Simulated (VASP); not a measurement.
Write the native input for VASP 6.6.1 that does the following.

| Quantity | Value |
| --- | --- |
| Task | electric field gradients |
| Functional | PBE |
| Potentials or basis | VASP PAW PBE potentials, release 64 (Hg, Te) |
| Cutoff | 520 eV |
| k mesh | 9 × 9 × 9 |
| Occupations | fermi-dirac, width 0.05 eV |
| Spin | no spin polarisation |
| Dipole correction | no |
| Further INCAR settings | ALGO = Normal; EDIFF = 1e-08; NBANDS = 16 |

The structure of HgTe lies in POSCAR:

```
HgTe
1.0
    0.0000000000      3.2554179174      3.2554179174
    3.2554179174      0.0000000000      3.2554179174
    3.2554179174      3.2554179174      0.0000000000
Hg Te
1 1
Direct
    0.0000000000      0.0000000000      0.0000000000
    0.7500000000      0.7500000000      0.7500000000
```

This cell differs from its parent crystal: volume scaled by 1.03.

One way to write it, as run:

INCAR

```
SYSTEM = HgTe
PREC = Accurate
ENCUT = 520
EDIFF = 1E-8
ISMEAR = -1
SIGMA = 0.05
LREAL = .False.
LASPH = .True.
NELM = 80
ALGO = Normal
ISIF = 2
LWAVE = .False.
LCHARG = .False.
GGA = PE
LEFG = .True.
NBANDS = 16
```

KPOINTS

```
Automatic mesh
0
Gamma
  9 9 9
  0 0 0
```

Potentials or basis: VASP PAW PBE potentials, release 64 (Hg, Te).

The run is started by

```sh
$ cat potpaw_PBE.64/Hg/POTCAR potpaw_PBE.64/Te/POTCAR > POTCAR
$ mpirun -np 1 vasp_std > vasp.out
```

It gave:

* Pressure: 2.6 GPa
* Band gap on the k mesh: zero (filled and empty bands touch)

Caveat: without QUAD_EFG the Cq values of the log hold for a quadrupole moment of 1 mb, not for the nuclei; spin-orbit coupling is left out, which moves the levels of the heavy elements.

Run time: 40 s on 1 thread of Intel(R) Xeon(R) Platinum 8488C (Sapphire Rapids), on a shared host, peak memory 0.22 GiB.
